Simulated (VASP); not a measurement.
# GaCuSe2 (P-4m2) in VASP: notebook, part 2 of 2

VASP 6.6.1. The steps go on from the part before.

## 3. Relaxation of cell and atoms, PBE

This run uses another cell than the first one, of 21.48 Å³/atom, 0.986 times its volume.

INCAR

```
SYSTEM = GaCuSe2
PREC = Accurate ; ENCUT = 600
EDIFF = 1E-6 ; ISMEAR = -1
SIGMA = 0.02 ; LREAL = .False.
LASPH = .True. ; NELM = 60
ALGO = Normal ; ISIF = 3
LWAVE = .False. ; LCHARG = .False.
GGA = PE ; IBRION = 2
NSW = 80 ; EDIFFG = -0.005
```

KPOINTS

```
regular mesh
0
Gamma
  6 6 4
  0 0 0
```

POSCAR

```
GaCuSe2
1.0
    3.9313493875      0.0000000000      0.0000000000
    0.0000000000      3.9313493875      0.0000000000
    0.0000000000      0.0000000000      5.5597676222
Cu Se Ga
1 2 1
Direct
    0.0000000000      0.0000000000      0.0000000000
    0.0000000000      0.5000000000      0.2500000000
    0.5000000000      0.0000000000      0.7500000000
    0.5000000000      0.5000000000      0.5000000000
```

Potentials or basis: VASP PAW PBE potentials, release 64 (Cu, Se, Ga_d).

The run is started by

```sh
cat potpaw_PBE.64/Cu/POTCAR potpaw_PBE.64/Se/POTCAR potpaw_PBE.64/Ga_d/POTCAR > POTCAR
mpirun -np 1 vasp_std > vasp.out
```

OUTCAR:

```text
SYSTEM = GaCuSe2
   PREC = Accurate
   ENCUT = 600
   EDIFF = 1E-6
   ISMEAR = -1
   LREAL = .False.
   LASPH = .True.
   NELM = 60
   ISIF = 3
   GGA = PE
   IBRION = 2
   NSW = 80
   EDIFFG = -0.005

 ion  position               nearest neighbor table
   1  0.000  0.000  0.000-   2 2.41   3 2.41   2 2.41   3 2.41
   2  0.000  0.500  0.250-   1 2.41   4 2.41   1 2.41   4 2.41
   3  0.500  0.000  0.750-   1 2.41   4 2.41   4 2.41   1 2.41
   4  0.500  0.500  0.500-   2 2.41   3 2.41   3 2.41   2 2.41

  LATTYP: Found a simple tetragonal cell.
 ALAT       =     3.9313493875
 C/A-ratio  =     1.4142135624

  Lattice vectors:

 A1 = (   3.9313493875,   0.0000000000,   0.0000000000)
 A2 = (   0.0000000000,   3.9313493875,   0.0000000000)
 A3 = (   0.0000000000,   0.0000000000,   5.5597676222)

Analysis of symmetry for initial positions (statically):
=====================================================================
 Subroutine PRICEL returns:
 Original cell was already a primitive cell.

 Routine SETGRP: Setting up the symmetry group for a
 simple tetragonal supercell.

 Subroutine GETGRP returns: Found  8 space group operations
 (whereof  8 operations were pure point group operations)
[... 178 lines left out ...]
  in kB       38.4955038     38.4955038     47.1881769      0.0000000      0.0000000     -0.0000000
  external PRESSURE =      41.3930615 kB  Pullay stress =       0.0000000 kB
[... 95 lines left out ...]
  FREE ENERGIE OF THE ION-ELECTRON SYSTEM (eV)
  ---------------------------------------------------
  free  energy   TOTEN  =       -15.5103871660 eV

  energy  without entropy=      -15.5098744276  energy(sigma->0) =      -15.51013080

[... ionic steps 4 to 7 ...]

--------------------------------------- Ionic step        8  -------------------------------------------

 number of electron      36.0000005 magnetization

------------------------ aborting loop because EDIFF is reached ----------------------------------------
[... 71 lines left out ...]
--------------------------------------- Ionic step       10  -------------------------------------------

 number of electron      36.0000006 magnetization

 Free energy of the ion-electron system (eV)
  ---------------------------------------------------
  ext. energy  EPLUGINS =         0.00000000
  ---------------------------------------------------
  free energy    TOTEN  =       -15.51873567 eV

  energy without entropy =      -15.51822946  energy(sigma->0) =      -15.51848256

 E-fermi :   3.7131     XC(G=0):  -9.4346

 val. band max:        3.7094193752   @ k =   0.0000   0.0000   0.0000
 cond. band min:       3.8887296231   @ k =   0.5000   0.0000   0.5000
 fundamental gap:      0.1793102479
 Fermi energy:         3.7131334241

 k-point     1 :       0.0000    0.0000    0.0000
  band No.  band energies     occupation
      1     -11.8440      2.00000
      2     -11.7302      2.00000
      3     -11.7302      2.00000
      4     -11.6946      2.00000
      5     -11.6539      2.00000
      6     -10.6600      2.00000
[... 589 lines left out ...]
     21       8.0964      0.00000
     22       8.2035      0.00000

 [... further k-points ...]
[... 5 lines left out ...]
  --------------------------------------------------------------------------------------
  -------------------------------------------------------------------------------------
  Total        0.0191417      0.0191417     -0.0171291      0.0000000      0.0000000      0.0000000
  in kB        0.3374486      0.3374486     -0.3019686      0.0000000      0.0000000      0.0000000
  external PRESSURE =       0.1243096 kB  Pullay stress =       0.0000000 kB
[... 19 lines left out ...]
  FREE ENERGIE OF THE ION-ELECTRON SYSTEM (eV)
  ---------------------------------------------------
  free  energy   TOTEN  =       -15.5187356691 eV

  energy  without entropy=      -15.5182294559  energy(sigma->0) =      -15.51848256

 reached required accuracy - stopping structural energy minimisation
```

It took 5.6 min on 1 thread of Oxide Virtual Turin-like, shared host; peak memory 0.24 GiB.

What came out:

```yaml
Free_energy: -15.5187 eV
Relaxed_volume: 22.72 Å³/atom
Relaxed_cell: a = 3.992 Å, b = 3.992 Å, c = 5.702 Å, α = 90.00°, β = 90.00°, γ = 90.00°
Space_group_after_relaxing_to_0.05_Å: P-4m2 (No. 115)
Energy_gained_by_relaxing: 23.9 meV/atom
Ionic_steps: 10
Pressure_after_relaxing: 0.0 GPa
Largest_force_after_relaxing: 0.004 eV/Å
Band_gap_on_the_k_mesh: zero (filled and empty bands touch)
```

Forces in eV/Å, atoms in the order of the input:
```
Cu   0.000  0.000  0.000
Se   0.000  0.000 -0.004
Se   0.000  0.000  0.004
Ga   0.000  0.000  0.000
```

The path:
| step | energy change (eV) | largest force (eV/Å) | pressure (GPa) | volume (Å³) |
| --- | --- | --- | --- | --- |
| 1 | 0.0000 | 0.6730 | 4.14 | 85.93 |
| 2 | -0.0832 | 0.1837 | -1.21 | 93.02 |
| 3 | -0.0874 | 0.2616 | -0.44 | 91.66 |
| 4 | -0.0874 | 0.2688 | -0.35 | 91.55 |
| 5 | -0.0938 | 0.1369 | -0.09 | 91.12 |
| 6 | -0.0957 | 0.0236 | 0.10 | 90.76 |
| 7 | -0.0957 | 0.0141 | 0.15 | 90.73 |
| 8 | -0.0957 | 0.0055 | -0.09 | 91.01 |
| 9 | -0.0958 | 0.0035 | -0.02 | 90.89 |
| 10 | -0.0958 | 0.0044 | 0.01 | 90.88 |

Final structure:
```cif
data_structure
_symmetry_space_group_name_H-M 'P 1'
_symmetry_Int_Tables_number 1
_cell_length_a 3.9922
_cell_length_b 3.9922
_cell_length_c 5.7024
_cell_angle_alpha 90.000
_cell_angle_beta 90.000
_cell_angle_gamma 90.000
_cell_volume 90.88
loop_
_atom_site_label
_atom_site_type_symbol
_atom_site_fract_x
_atom_site_fract_y
_atom_site_fract_z
_atom_site_occupancy
Cu1 Cu 0.00000 0.00000 0.00000 1
Se1 Se 0.00000 0.50000 0.24066 1
Se2 Se 0.50000 0.00000 0.75934 1
Ga1 Ga 0.50000 0.50000 0.50000 1
```

With open d or f shells a metallic result of PBE can be an artefact of self-interaction; +U or a hybrid may open a gap.
